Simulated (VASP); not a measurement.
# MnO2 in VASP: further runs

MnO2 is run at these levels: PBE+U; tasks: single point, relaxation of shape and atoms at fixed volume.

All numbers are computed with VASP 6.6.1; they aren't measurements. Logs are shortened: lines on timing, memory, paths and dates and some standing lists are left out, and cuts for length are marked.

### Step 1. The cell of the first run

It takes space group P-3m1 (No. 164, trigonal). Conventional cell: a = 2.920 Å, b = 2.920 Å, c = 5.507 Å, α = 90.00°, β = 90.00°, γ = 120.00°. Within 2.6 Å of Mn (site symmetry -3m) lie 6 O at 1.94 Å. O (site symmetry 3m) has 3 Mn at 1.94 Å and 3 O at 2.54 Å within 2.6 Å.

### Step 2. Single point, PBE+U, collinear spin, ferromagnetic start

INCAR reads:

```
SYSTEM = MnO2
PREC = Accurate ; ENCUT = 600
EDIFF = 1E-6 ; ISMEAR = 0
SIGMA = 0.05 ; LREAL = .FALSE.
LASPH = .TRUE. ; NELM = 200
ALGO = Normal ; ISIF = 2
LWAVE = .FALSE. ; LCHARG = .FALSE.
ISPIN = 2 ; MAGMOM = 3.15 0 0
LORBIT = 11 ; LMAXMIX = 4
LDAU = .TRUE. ; LDAUTYPE = 2
LDAUL = 2 -1 ; LDAUU = 3.9 0
LDAUJ = 0 0 ; LDAUPRINT = 1
GGA = PE ; NBANDS = 24
GGA_COMPAT = .FALSE.
```

KPOINTS reads:

```
regular mesh
0
G
  6 6 4
  0 0 0
```

POSCAR reads:

```
MnO2
1.0
    2.9203003366      0.0000000000      0.0000000000
   -1.4601501683      2.5290542782      0.0000000000
    0.0000000000      0.0000000000      5.5070216066
Mn O
1 2
Direct
    0.0000000000      0.0000000000      0.0000000000
    0.3333333333      0.6666666667      0.1728657965
    0.6666666667      0.3333333333      0.8271342035
```

Potentials or basis: VASP PAW PBE potentials, release 64 (Mn_sv, O).

Command:

```console
cat potpaw_PBE.64/Mn_sv/POTCAR potpaw_PBE.64/O/POTCAR > POTCAR
mpirun -np 1 vasp_std > vasp.out
```

OUTCAR:

```text
SYSTEM = MnO2
   PREC = Accurate
   ENCUT = 600
   EDIFF = 1E-6
   ISMEAR = 0
   LREAL = .FALSE.
   LASPH = .TRUE.
   NELM = 200
   ISIF = 2
   ISPIN = 2
   LORBIT = 11
   GGA = PE

 ion  position               nearest neighbor table
   1  0.000  0.000  0.000-   2 1.94   3 1.94   3 1.94   2 1.94   3 1.94   2 1.94
   2  0.333  0.667  0.173-   1 1.94   1 1.94   1 1.94
   3  0.667  0.333  0.827-   1 1.94   1 1.94   1 1.94

  LATTYP: Found a hexagonal cell.
 ALAT       =     2.9203003366
 C/A-ratio  =     1.8857723425

  Lattice vectors:

 A1 = (   2.9203003366,   0.0000000000,   0.0000000000)
 A2 = (  -1.4601501683,   2.5290542782,   0.0000000000)
 A3 = (   0.0000000000,   0.0000000000,   5.5070216066)

Analysis of symmetry for initial positions (statically):
=====================================================================
 Subroutine PRICEL returns:
 Original cell was already a primitive cell.

 Routine SETGRP: Setting up the symmetry group for a
 hexagonal supercell.

 Subroutine GETGRP returns: Found 12 space group operations
 (whereof 12 operations were pure point group operations)
 out of a pool of 24 trial point group operations.

The static configuration has the point symmetry D_3d.

Analysis of symmetry for dynamics (positions and initial velocities):
=====================================================================
 Subroutine PRICEL returns:
 Original cell was already a primitive cell.

 Routine SETGRP: Setting up the symmetry group for a
 hexagonal supercell.

 Subroutine GETGRP returns: Found 12 space group operations
 (whereof 12 operations were pure point group operations)
 out of a pool of 24 trial point group operations.

The dynamic configuration has the point symmetry D_3d.

Analysis of structural, dynamic, and magnetic symmetry:
=====================================================================
 Subroutine PRICEL returns:
 Original cell was already a primitive cell.

 Routine SETGRP: Setting up the symmetry group for a
 hexagonal supercell.

 Subroutine GETGRP returns: Found 12 space group operations
 (whereof 12 operations were pure point group operations)
 out of a pool of 24 trial point group operations.

The overall configuration has the point symmetry D_3d.

 Subroutine INISYM returns: Found 12 space group operations
 (whereof 12 operations are pure point group operations),
 and found     1 'primitive' translations

----------------------------------------------------------------------------------------

                                     Primitive cell

  volume of cell :      40.6726

  direct lattice vectors                    reciprocal lattice vectors
     2.920300337  0.000000000  0.000000000     0.342430533  0.197702360  0.000000000
    -1.460150168  2.529054278  0.000000000     0.000000000  0.395404720  0.000000000
     0.000000000  0.000000000  5.507021607     0.000000000  0.000000000  0.181586359

  length of vectors
     2.920300337  2.920300337  5.507021607     0.395404721  0.395404720  0.181586359

  position of ions in fractional coordinates (direct lattice)
     0.000000000  0.000000000  0.000000000
     0.333333333  0.666666667  0.172865796
     0.666666667  0.333333333  0.827134204

  ion indices of the primitive-cell ions
   primitive index   ion index
                 1           1
                 2           2
                 3           3

----------------------------------------------------------------------------------------

 KPOINTS: regular mesh

Automatic generation of k-mesh.
 Grid dimensions read from file:
 generate k-points for:    6    6    4
[... 75 lines left out ...]
   NUPDOWN=      -1.0000    fix difference up-down
   EMIN   =  10.00;   EMAX   =-10.00  energy-range for DOS
   EFERMI =   0.00;   METHOD = LEGACY
   ISMEAR =     0;   SIGMA  =   0.05  broadening in eV -4-tet -1-fermi 0-gaus
   EFERMI_NEDOS =   21; number of points for ismear=-14 and -15
   IALGO  =     38    algorithm
   IMIX   =      4    mixing-type and parameters
     AMIX     =   0.40;   BMIX     =  1.00
     AMIX_MAG =   1.60;   BMIX_MAG =  1.00
  volume/ion in A,a.u.               =      13.56        91.49
  Fermi-wavevector in a.u.,A,eV,Ry     =   1.428111  2.698738 27.749092  2.039501
  Thomas-Fermi vector in A             =   2.548208
   LORBIT       =     11    0 simple, 1 ext, 2 COOP (PROOUT), +10 PAW based schemes
 LDA+U is selected, type is set to LDAUTYPE =  2
   angular momentum for each species LDAUL =     2   -1
   U (eV)           for each species LDAUU =   3.9  0.0
   J (eV)           for each species LDAUJ =   0.0  0.0
   GGA     = PE    functional components
   LHFCALC =     F    Hartree Fock is set to
   AEXX    =    0.0000 exact exchange contribution
   IVDW    =     0    specifies the selected vdW correction
   LEPSILON=     F    determine dielectric tensor
   LRPA    =     F    only Hartree local field effects (RPA)
 spin polarized calculation
 Gauss-broadening in eV      SIGMA  =   0.05
  energy-cutoff  :      600.00
  volume of cell :       40.67
 maximum number of plane-waves:      1378
 NGX is ok and might be reduce to    24
   NGX = 11   NGY = 11   NGZ = 21

atom =   1  type =  1  l = 2

 onsite density matrix

spin component  1

  0.7344 -0.0000  0.0000  0.2217 -0.0000
 -0.0000  0.6735  0.0000 -0.0000  0.2217
  0.0000  0.0000  0.9275  0.0000  0.0000
  0.2217 -0.0000  0.0000  0.6735  0.0000
 -0.0000  0.2217  0.0000  0.0000  0.7344

spin component  2

  0.1463  0.0000  0.0000 -0.0916  0.0000
  0.0000  0.1594 -0.0000 -0.0000 -0.0916
  0.0000 -0.0000  0.0607 -0.0000  0.0000
 -0.0916 -0.0000 -0.0000  0.1594 -0.0000
  0.0000 -0.0916  0.0000 -0.0000  0.1463

 occupancies and eigenvectors

  o =  0.0607  v =  0.0000  0.0000  0.0000  0.0000  0.0000  0.0000 -0.0000  1.0000  0.0000 -0.0000      0.0000  0.0000  0.0000  0.0000  0.0000  0.0000  0.0000  0.0000  0.0000  0.0000
  o =  0.0610  v =  0.0000  0.0000  0.0000  0.0000  0.0000 -0.7319  0.0000  0.0000 -0.6814  0.0000      0.0000  0.0000  0.0000  0.0000  0.0000  0.0000  0.0000  0.0000  0.0000  0.0000
  o =  0.0610  v =  0.0000  0.0000  0.0000  0.0000  0.0000  0.0000  0.6814  0.0000  0.0000  0.7319      0.0000  0.0000  0.0000  0.0000  0.0000  0.0000  0.0000  0.0000  0.0000  0.0000
  o =  0.2447  v =  0.0000  0.0000  0.0000  0.0000  0.0000  0.6814  0.0000  0.0000 -0.7319  0.0000      0.0000  0.0000  0.0000  0.0000  0.0000  0.0000  0.0000  0.0000  0.0000  0.0000
  o =  0.2447  v =  0.0000  0.0000  0.0000  0.0000  0.0000  0.0000  0.7319 -0.0000 -0.0000 -0.6814      0.0000  0.0000  0.0000  0.0000  0.0000  0.0000  0.0000  0.0000  0.0000  0.0000
  o =  0.4802  v =  0.6573  0.0000 -0.0000 -0.7537  0.0000  0.0000  0.0000  0.0000  0.0000  0.0000      0.0000  0.0000  0.0000  0.0000  0.0000  0.0000  0.0000  0.0000  0.0000  0.0000
  o =  0.4802  v =  0.0000 -0.7537 -0.0000  0.0000  0.6573  0.0000  0.0000  0.0000  0.0000  0.0000      0.0000  0.0000  0.0000  0.0000  0.0000  0.0000  0.0000  0.0000  0.0000  0.0000
  o =  0.9275  v =  0.0000  0.0000 -1.0000  0.0000  0.0000  0.0000  0.0000  0.0000  0.0000  0.0000      0.0000  0.0000  0.0000  0.0000  0.0000  0.0000  0.0000  0.0000  0.0000  0.0000
  o =  0.9278  v = -0.7537  0.0000 -0.0000 -0.6573  0.0000  0.0000  0.0000  0.0000  0.0000  0.0000      0.0000  0.0000  0.0000  0.0000  0.0000  0.0000  0.0000  0.0000  0.0000  0.0000
  o =  0.9278  v =  0.0000 -0.6573 -0.0000 -0.0000 -0.7537  0.0000  0.0000  0.0000  0.0000  0.0000      0.0000  0.0000  0.0000  0.0000  0.0000  0.0000  0.0000  0.0000  0.0000  0.0000

 number of electron      26.9999985 magnetization       3.0000873

 Free energy of the ion-electron system (eV)
  ---------------------------------------------------
  ext. energy  EPLUGINS =         0.00000000
  ---------------------------------------------------
  free energy    TOTEN  =       -21.42467404 eV

  energy without entropy =      -21.42467404  energy(sigma->0) =      -21.42467404

 E-fermi :   1.5933     XC(G=0):  -9.3476

 val. band max:        1.3303528221   @ k =   0.1667   0.1667   0.0000
 cond. band min:       3.3854101552   @ k =   0.0000   0.3333   0.2500
 fundamental gap:      2.0550573331
 Fermi energy:         1.5932791303

 spin component 1

 k-point     1 :       0.0000    0.0000    0.0000
  band No.  band energies     occupation
      1     -80.1063      1.00000
      2     -48.7352      1.00000
      3     -48.7310      1.00000
      4     -48.7310      1.00000
      5     -17.0241      1.00000
      6     -14.9206      1.00000
[... 637 lines left out ...]
     23      16.6162      0.00000
     24      20.0780      0.00000
 Fermi energy:         1.5932791303

 spin component 2

 k-point     1 :       0.0000    0.0000    0.0000
  band No.  band energies     occupation
      1     -76.5135      1.00000
      2     -45.2759      1.00000
      3     -45.2759      1.00000
      4     -45.0729      1.00000
      5     -17.0837      1.00000
      6     -15.0845      1.00000
[... 637 lines left out ...]
     23      17.3786      0.00000
     24      21.0812      0.00000

------------------------ aborting loop because EDIFF is reached ----------------------------------------

  FORCE on cell =-STRESS in cart. coord.  units (eV):
  Direction    XX          YY          ZZ          XY          YZ          ZX
  --------------------------------------------------------------------------------------
  -------------------------------------------------------------------------------------
  Total       -0.6817084     -0.6817084     -0.4014384      0.0000000     -0.0000000      0.0000000
  in kB      -26.8538626    -26.8538626    -15.8134648      0.0000000     -0.0000000      0.0000000
  external PRESSURE =     -23.1737300 kB  Pullay stress =       0.0000000 kB

 VOLUME and BASIS-vectors are now :
 -----------------------------------------------------------------------------
  energy-cutoff  :      600.00
  volume of cell :       40.67
      direct lattice vectors                 reciprocal lattice vectors
     2.920300337  0.000000000  0.000000000     0.342430533  0.197702360  0.000000000
    -1.460150168  2.529054278  0.000000000     0.000000000  0.395404720  0.000000000
     0.000000000  0.000000000  5.507021607     0.000000000  0.000000000  0.181586359

 POSITION                                       TOTAL-FORCE (eV/Angst)
 -----------------------------------------------------------------------------------
      0.00000      0.00000      0.00000        -0.000000      0.000000      0.000000
     -0.00000      1.68604      0.95198        -0.000000     -0.000000     -0.064274
      1.46015      0.84302      4.55505         0.000000      0.000000      0.064274
 -----------------------------------------------------------------------------------
    total drift:                                0.000000     -0.000000     -0.000000

  FREE ENERGIE OF THE ION-ELECTRON SYSTEM (eV)
  ---------------------------------------------------
  free  energy   TOTEN  =       -21.4246740399 eV

  energy  without entropy=      -21.4246740399  energy(sigma->0) =      -21.42467404

 total charge

# of ion       s       p       d       tot
------------------------------------------
    1        2.197   6.102   4.392  12.690
    2        1.577   3.411   0.000   4.988
    3        1.577   3.411   0.000   4.988
--------------------------------------------------
tot          5.351  12.924   4.392  22.666

 magnetization (x)

# of ion       s       p       d       tot
------------------------------------------
    1        0.025   0.019   3.063   3.107
    2        0.002  -0.106   0.000  -0.104
    3        0.002  -0.106   0.000  -0.104
--------------------------------------------------
tot          0.029  -0.193   3.063   2.899
```

It took 25 s on 1 thread of Intel Xeon 6975P-C (Granite Rapids), shared host; peak memory 0.2 GiB.

What came out:

```
Free energy                                           : -21.4247 eV
Pressure                                              : -2.3 GPa
Largest force                                         : 0.064 eV/Å
Band gap on the k mesh                                : 2.06 eV, indirect (least direct gap 2.33 eV)
Net moment                                            : 3.00 μB per cell
Site moments                                          : Mn +3.11; O -0.10 μB
Valence electrons inside the program's atomic spheres : Mn 12.69; O 4.99
```

Forces in eV/Å, atoms in the order of the input:
```
Mn   0.000  0.000  0.000
O    0.000  0.000 -0.064
O    0.000  0.000  0.064
```

Stress tensor (GPa, compression positive):
```
-2.69  0.00  0.00
 0.00 -2.69  0.00
 0.00  0.00 -1.58
```

Levels at points of the mesh, in eV from the valence-band top:
Spin up:
| k point | band 11 | band 12 | band 13 | band 14 | band 15 | band 16 | band 17 | band 18 | band 19 | band 20 |
| --- | --- | --- | --- | --- | --- | --- | --- | --- | --- | --- |
| (0.00, 0.00, 0.00) | -3.33 | -0.65 | -0.52 | -0.46 | -0.46 | 3.28 | 3.28 | 7.10 | 10.58 | 12.52 |
| (0.50, 0.00, 0.00) | -2.96 | -2.41 | -1.95 | -1.35 | -1.07 | 2.45 | 3.12 | 11.95 | 12.78 | 13.91 |
| (0.00, 0.00, 0.50) | -3.33 | -0.95 | -0.47 | -0.46 | -0.46 | 3.29 | 3.29 | 8.76 | 8.97 | 12.11 |
| (0.50, 0.00, 0.50) | -2.96 | -2.39 | -1.94 | -1.40 | -0.93 | 2.45 | 3.11 | 11.53 | 12.80 | 13.68 |
Spin down:
| k point | band 8 | band 9 | band 10 | band 11 | band 12 | band 13 | band 14 | band 15 | band 16 | band 17 |
| --- | --- | --- | --- | --- | --- | --- | --- | --- | --- | --- |
| (0.00, 0.00, 0.00) | -3.80 | -3.80 | -0.65 | -0.65 | -0.65 | 2.96 | 2.96 | 4.31 | 5.29 | 5.29 |
| (0.50, 0.00, 0.00) | -3.54 | -3.01 | -2.05 | -1.90 | -1.16 | 3.07 | 3.63 | 3.86 | 4.76 | 5.29 |
| (0.00, 0.00, 0.50) | -3.80 | -3.65 | -1.07 | -0.66 | -0.66 | 2.96 | 2.96 | 4.33 | 5.30 | 5.30 |
| (0.50, 0.00, 0.50) | -3.60 | -3.02 | -2.04 | -1.88 | -1.02 | 3.07 | 3.62 | 3.86 | 4.74 | 5.28 |

Eigenvalues of the final occupation matrices:
| site | spin | trace | eigenvalues |
| --- | --- | --- | --- |
| site 1 d | 1 | 3.74 | 0.48 0.48 0.93 0.93 0.93 |
| site 1 d | 2 | 0.67 | 0.06 0.06 0.06 0.24 0.24 |

Caveat: a cell with one magnetic atom can't hold antiferromagnetic order, which such compounds often take.

### Step 3. Single point, PBE+U, collinear spin, ferrimagnetic start

This run uses another cell than the first one, of 13.42 Å³/atom, 0.990 times its volume.

INCAR reads:

```
SYSTEM = MnO2
  PREC = Accurate
  ENCUT = 520
  EDIFF = 1E-6
  ISMEAR = 0
  SIGMA = 0.05
  LREAL = .False.
  LASPH = .True.
  NELM = 150
  ALGO = Normal
  ISIF = 2
  LWAVE = .False.
  LCHARG = .True.
  ISPIN = 2
  MAGMOM = 3.11 -0.14 -0.14
  LORBIT = 11
  LMAXMIX = 4
  LDAU = .True.
  LDAUTYPE = 2
  LDAUL = 2 -1
  LDAUU = 3.9 0
  LDAUJ = 0 0
  LDAUPRINT = 1
  GGA = PE
  LELF = .True.
  LVHAR = .True.
  NBANDS = 24
```

KPOINTS reads:

```
regular mesh
0
Gamma
  10 10 6
  0 0 0
```

POSCAR, as its differences from that of step 2:

```diff
@@ -3,3 +3,3 @@
     2.9203003366      0.0000000000      0.0000000000
-   -1.4601501683      2.5290542782      0.0000000000
+   -1.4601501683      2.5037637354      0.0000000000
     0.0000000000      0.0000000000      5.5070216066
```

Potentials or basis: VASP PAW PBE potentials, release 64 (Mn_pv, O).

Command:

```console
cat potpaw_PBE.64/Mn_pv/POTCAR potpaw_PBE.64/O/POTCAR > POTCAR
mpirun -np 1 vasp_std > vasp.out
```

It took 2.2 min on 1 thread of Intel Xeon 6975P-C (Granite Rapids), shared host; peak memory 0.35 GiB.

It converged, with:

```yaml
Free_energy: -21.2544 eV
Pressure: 2.0 GPa
Largest_force: 0.197 eV/Å
Band_gap_on_the_k_mesh: 1.91 eV, indirect (least direct gap 2.11 eV)
Net_moment: 3.00 μB per cell
Site_moments: Mn +3.21; O -0.12 μB
Valence_electrons_inside_the_program's_atomic_spheres: Mn 11.62; O 4.99
```

Forces in eV/Å, atoms in the order of the input:
```
Mn   0.000  0.000  0.000
O    0.000  0.044  0.192
O    0.000 -0.044 -0.192
```

Stress tensor (GPa, compression positive):
```
1.10 0.00 0.00
0.00 3.49 0.33
0.00 0.33 1.29
```

Levels at points of the mesh, in eV from the valence-band top:
Spin up:
```tsv
k point	band 11	band 12	band 13	band 14	band 15	band 16	band 17	band 18
(0.00, 0.00, 0.00)	-0.64	-0.54	-0.46	-0.42	3.21	3.26	7.19	10.70
(0.50, 0.00, 0.00)	-2.46	-1.90	-1.40	-1.09	2.39	3.10	12.07	12.83
(0.00, 0.50, 0.00)	-2.49	-1.98	-1.38	-1.07	2.45	3.05	12.00	12.91
(0.00, 0.00, 0.50)	-0.96	-0.46	-0.46	-0.42	3.22	3.27	8.82	9.10
(0.50, 0.00, 0.50)	-2.44	-1.89	-1.45	-0.95	2.39	3.08	11.62	12.91
(0.00, 0.50, 0.50)	-2.47	-1.97	-1.43	-0.93	2.45	3.04	11.60	12.89
```
Spin down:
```
           k point  band 7  band 8  band 9  band 10  band 11  band 12  band 13  band 14  band 15  band 16
(0.00, 0.00, 0.00)   -3.83   -3.81   -0.69    -0.67    -0.63     3.03     3.08     4.39     5.23     5.25
(0.50, 0.00, 0.00)   -3.57   -3.04   -2.02    -1.93    -1.20     3.13     3.68     3.96     4.71     5.27
(0.00, 0.50, 0.00)   -3.54   -3.06   -2.09    -1.95    -1.18     3.13     3.69     3.97     4.75     5.27
(0.00, 0.00, 0.50)   -3.81   -3.64   -1.11    -0.68    -0.64     3.03     3.08     4.42     5.24     5.25
(0.50, 0.00, 0.50)   -3.64   -3.05   -2.01    -1.91    -1.06     3.13     3.68     3.96     4.69     5.26
(0.00, 0.50, 0.50)   -3.61   -3.07   -2.08    -1.94    -1.04     3.14     3.69     3.98     4.73     5.26
```

Eigenvalues of the final occupation matrices:
```tsv
site	spin	trace	eigenvalues
site 1 d	1	4.00	0.56 0.56 0.96 0.96 0.96
site 1 d	2	0.86	0.07 0.08 0.08 0.31 0.32
```

Caveat: a cell with one magnetic atom can't hold antiferromagnetic order, which such compounds often take.

[end of part 1 of 2]
